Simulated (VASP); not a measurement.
Wanted: the native input for a VASP 6.6.1 run.

* Task: electric field gradients
* Functional: PBE
* Potentials or basis: VASP PAW PBE potentials, release 64 (Rb_sv, Cd, Se, O)
* Cutoff: 520 eV
* k mesh: 2 × 2 × 2
* Occupations: gaussian, width 0.01 eV
* Spin: no spin polarisation
* Dipole correction: no
* Further INCAR settings: LREAL = Auto; ALGO = Normal; EDIFF = 1e-08; NBANDS = 184

The structure of Rb2CdSe2O6 lies in POSCAR:

```
Rb2CdSe2O6
1.0
   -5.7503017842     -3.3199382831      6.5561700000
    5.7503017842     -3.3199382831      6.5561700000
    0.0000000000      6.6398765661      6.5561700000
Rb Cd Se O
8 4 8 24
Direct
    0.8022830845      0.8022830845      0.8022830845
    0.3022830845      0.3022830845      0.8022830845
    0.3022830845      0.8022830845      0.3022830845
    0.8022830845      0.3022830845      0.3022830845
    0.1977169155      0.1977169155      0.1977169155
    0.6977169155      0.6977169155      0.1977169155
    0.6977169155      0.1977169155      0.6977169155
    0.1977169155      0.6977169155      0.6977169155
    0.0000000000      0.0000000000      0.0000000000
    0.5000000000      0.5000000000      0.0000000000
    0.5000000000      0.0000000000      0.5000000000
    0.0000000000      0.5000000000      0.5000000000
    0.6258833531      0.6258833531      0.6258833531
    0.1258833531      0.1258833531      0.6258833531
    0.1258833531      0.6258833531      0.1258833531
    0.6258833531      0.1258833531      0.1258833531
    0.3741166469      0.3741166469      0.3741166469
    0.8741166469      0.8741166469      0.3741166469
    0.8741166469      0.3741166469      0.8741166469
    0.3741166469      0.8741166469      0.8741166469
    0.5106897594      0.7448225625      0.5106897594
    0.0106897594      0.2448225625      0.5106897594
    0.0106897594      0.7448225625      0.0106897594
    0.5106897594      0.2448225625      0.0106897594
    0.5106897594      0.5106897594      0.7448225625
    0.0106897594      0.0106897594      0.7448225625
    0.0106897594      0.5106897594      0.2448225625
    0.5106897594      0.0106897594      0.2448225625
    0.7448225625      0.5106897594      0.5106897594
    0.2448225625      0.0106897594      0.5106897594
    0.2448225625      0.5106897594      0.0106897594
    0.7448225625      0.0106897594      0.0106897594
    0.4893102406      0.2551774375      0.4893102406
    0.9893102406      0.7551774375      0.4893102406
    0.9893102406      0.2551774375      0.9893102406
    0.4893102406      0.7551774375      0.9893102406
    0.2551774375      0.4893102406      0.4893102406
    0.7551774375      0.9893102406      0.4893102406
    0.7551774375      0.4893102406      0.9893102406
    0.2551774375      0.9893102406      0.9893102406
    0.4893102406      0.4893102406      0.2551774375
    0.9893102406      0.9893102406      0.2551774375
    0.9893102406      0.4893102406      0.7551774375
    0.4893102406      0.9893102406      0.7551774375
```

The input as run:

INCAR

```
ALGO = Normal ; EDIFF = 1E-8
ENCUT = 520 ; GGA = PE
ISIF = 2 ; ISMEAR = 0
LASPH = True ; LCHARG = False
LEFG = True ; LREAL = Auto
LUSENCCL = False ; LWAVE = False
NBANDS = 184 ; NELM = 100
PREC = Accurate ; SIGMA = 0.01
```

KPOINTS

```
k-points
0
Gamma
  2 2 2
```

Potentials or basis: VASP PAW PBE potentials, release 64 (Rb_sv, Cd, Se, O).

Launch:

```bash
$ cat potpaw_PBE.64/Rb_sv/POTCAR potpaw_PBE.64/Cd/POTCAR potpaw_PBE.64/Se/POTCAR potpaw_PBE.64/O/POTCAR > POTCAR
$ mpirun -np 1 vasp_std > vasp.out
```

Results of the run:

- Pressure: 3.4 GPa
- Largest force: 0.264 eV/Å
- Band gap on the k mesh: 3.86 eV
- Largest electric field gradient by atom: Rb -2.9; Cd -16.9; Se -300.0; O +129.1 V/Å²

Caveat: the cell stands under pressure; without QUAD_EFG the Cq values of the log hold for a quadrupole moment of 1 mb, not for the nuclei.

Run time: 84 s on 1 × NVIDIA H100 80GB with 1 thread of Intel(R) Xeon(R) Platinum 8481C CPU @ 2.70GHz (Sapphire Rapids), with other jobs on the host, peak memory 1.7 GiB.
